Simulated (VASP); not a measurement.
A run of VASP 6.6.1 is set up as follows.

Contents of INCAR:

```
SYSTEM = AgBr
PREC = Accurate ; ENCUT = 500
EDIFF = 1E-6 ; ISMEAR = 0
SIGMA = 0.02 ; LREAL = .False.
LASPH = .True. ; NELM = 120
ALGO = Normal ; ISIF = 2
LWAVE = .False. ; LCHARG = .False.
GGA = PS ; NBANDS = 16
GGA_COMPAT = .False.
```

KPOINTS

```
regular mesh
0
Gamma
  10 10 10
  0 0 0
```

The input POSCAR:

```
AgBr
1.0
    0.0000000000      2.8376847179      2.8376847179
    2.8376847179      0.0000000000      2.8376847179
    2.8376847179      2.8376847179      0.0000000000
Ag Br
1 1
Direct
    0.0000000000      0.0000000000      0.0000000000
    0.5000000000      0.5000000000      0.5000000000
```

Potentials or basis: VASP PAW PBE potentials, release 64 (Ag, Br).

Launch:

```console
$ cat potpaw_PBE.64/Ag/POTCAR potpaw_PBE.64/Br/POTCAR > POTCAR
$ mpirun -np 1 vasp_std > vasp.out
```

Question: What does it give for the band gap on the k mesh?

Answer: 0.50 eV, indirect (least direct gap 2.57 eV).

Question: What does it give for the pressure?

Answer: -0.1 GPa.

Caveat: the PAW data sets were made with another functional, which shifts forces and pressure a little. A k mesh can miss the band edges.
